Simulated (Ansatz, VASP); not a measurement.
# Al3CoNi2: VASP beside Ansatz

```
CELL_PARAMETERS angstrom
-0.00015 -2.85937 0.00001
-5.71869 -0.00030 -0.00004
0.00044 -0.00032 -8.77232
ATOMIC_POSITIONS crystal
Al 0.50003 0.74999 0.99998
Al 0.50000 0.25006 0.00000
Al 0.49995 0.75001 0.66357
Al 0.50007 0.25000 0.66352
Al 0.50007 0.74999 0.33645
Al 0.50002 0.24999 0.33645
Co 0.99998 0.50001 0.49999
Co 0.99999 0.99998 0.50001
Ni 0.00001 0.00002 0.16848
Ni 0.99998 0.49999 0.16851
Ni 0.99996 0.00003 0.83157
Ni 0.99996 0.49994 0.83148
```

Change from the starting cell: cell x2, atoms moved at random (sigma 0.15 Å) and cell strained at random (1.5 %), then relaxed without symmetry.

Alike in both runs: functional PBE; k mesh 8 × 4 × 4; occupations gaussian, width 0.2 eV; no spin polarisation.

Ansatz relaxed the structure, and its values are those at the end. VASP's run is a single point on that final structure, the one shown.

|  | VASP | Ansatz |
| --- | --- | --- |
| version | VASP 6.6.1 | Ansatz 0.2.0 |
| potentials or method | VASP PAW PBE potentials, release 64 (Al, Co, Ni), cutoff 520 eV | scalar-relativistic, plane waves, PAW |
| valence electrons in the cell | 76 | 124 |

|  | VASP | Ansatz | Ansatz less VASP |
| --- | --- | --- | --- |
| gap on the k mesh at the Fermi level (eV) | none | none | - |
| pressure (GPa) | 0.0 | 0.0 | +0.01 |

A gap of «none» marks a metal or a gap that the smearing closes. With one functional, cell and mesh, what is left measures potentials, basis and numerics. VASP's potentials hold 76 valence electrons a cell and Ansatz's 124, so a difference there can come from the potentials and not from the codes.
